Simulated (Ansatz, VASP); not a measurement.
**One calculation of RhC, two programs**

```
CELL_PARAMETERS angstrom
0.00000 1.87695 1.87695
1.87695 0.00000 1.87695
1.87695 1.87695 0.00000
ATOMIC_POSITIONS crystal
Rh 0.00000 0.00000 0.00000
C 0.25000 0.25000 0.25000
```

Change from the starting cell: volume scaled by 0.55, PAW files, source ansatz.

Alike in both runs: task single point; functional PBE; k mesh 14 × 14 × 14; occupations fermi-dirac, width 0.1 eV; no spin polarisation.

|  | VASP | Ansatz |
| --- | --- | --- |
| version | VASP 6.6.1 | Ansatz 0.2.0 |
| potentials or method | VASP PAW PBE potentials, release 64 (Rh_pv, C) | scalar-relativistic |
| plane-wave cutoff (eV) | 520 | 820 |
| valence electrons in the cell | 19 | 21 |

|  | VASP | Ansatz | Ansatz less VASP |
| --- | --- | --- | --- |
| pressure (GPa) | 519.3 | 516.3 | -3.03 |

Both programs put the cell under a high pressure, so it lies far from rest at this level. The functional is the same, so the differences come from potentials, cutoffs and numerics. VASP's potentials hold 19 valence electrons a cell and Ansatz's 21, so a difference there can come from the potentials and not from the codes.

Noted on VASP's run: the cell as given lies far from equilibrium.
